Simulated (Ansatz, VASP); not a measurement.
# One calculation of Ca, two programs

Contents of INCAR:

```
PREC     = Accurate       # precision mode
ENCUT    = 520            # plane-wave cutoff, eV
EDIFF    = 1E-7           # SCF threshold, eV
ISMEAR   = 0              # smearing method
SIGMA    = 0.15           # smearing width, eV
LREAL    = F              # projectors in reciprocal space
LASPH    = T              # aspherical terms in the spheres
NELM     = 100            # most SCF steps
ALGO     = Normal         # electronic algorithm
ISIF     = 2              # what is computed and relaxed
LWAVE    = F              # write WAVECAR
LCHARG   = F              # write CHGCAR
GGA      = CA             # functional
NBANDS   = 11             # bands
```

File KPOINTS:

```
regular mesh
0
Gamma
  16 16 16
```

File POSCAR:

```
Ca
1.0
   -2.2222767076      2.1017318100      2.4453524600
    2.2222767076     -2.1017318100      2.4453524600
    2.2222767076      2.1017318100     -2.4453524600
Ca
1
Direct
    0.5000000000      0.5000000000      0.0000000000
```

Input for Ansatz:

```yaml
crystal:
  lattice:
    - [-2.2222767076, 2.10173181, 2.44535246]
    - [2.2222767076, -2.10173181, 2.44535246]
    - [2.2222767076, 2.10173181, -2.44535246]
  atoms:
    - { symbol: Ca, position: [0.5, 0.5, 0.0] }
basis:
  ecutwfc: 420
kpoints:
  mp_grid: { grid: [16, 16, 16] }
hamiltonian:
  xc: lda
scf:
  occupations: { method: gaussian, width: 0.15 }
output:
  forces: true
  stress: true
  eigenvalues: true
```

Change from the starting cell: strain +0.0600 x Voigt [1, 0, 0, 0, 0, 0], atoms carried along.

Alike in both runs: task single point; functional LDA; k mesh 16 × 16 × 16; occupations gaussian, width 0.15 eV; no spin polarisation.

```csv
,VASP,Ansatz
version,VASP 6.6.1,Ansatz 0.2.0
potentials or method,"VASP PAW LDA potentials, release 64 (Ca_sv), cutoff 520 eV","scalar-relativistic, plane waves, PAW"
valence electrons in the cell,10,10
```

|  | VASP | Ansatz | Ansatz less VASP |
| --- | --- | --- | --- |
| gap on the k mesh at the Fermi level (eV) | none | none | - |
| pressure (GPa) | -2.6 | -2.6 | 0.00 |
| traceless stress, the component that is largest in VASP (GPa) | -0.24 | -0.24 | -0.001 |

LDA's correlation is that of Perdew and Zunger in VASP and of Perdew and Wang (1992) in Ansatz. A gap of «none» marks a metal or a gap that the smearing closes.
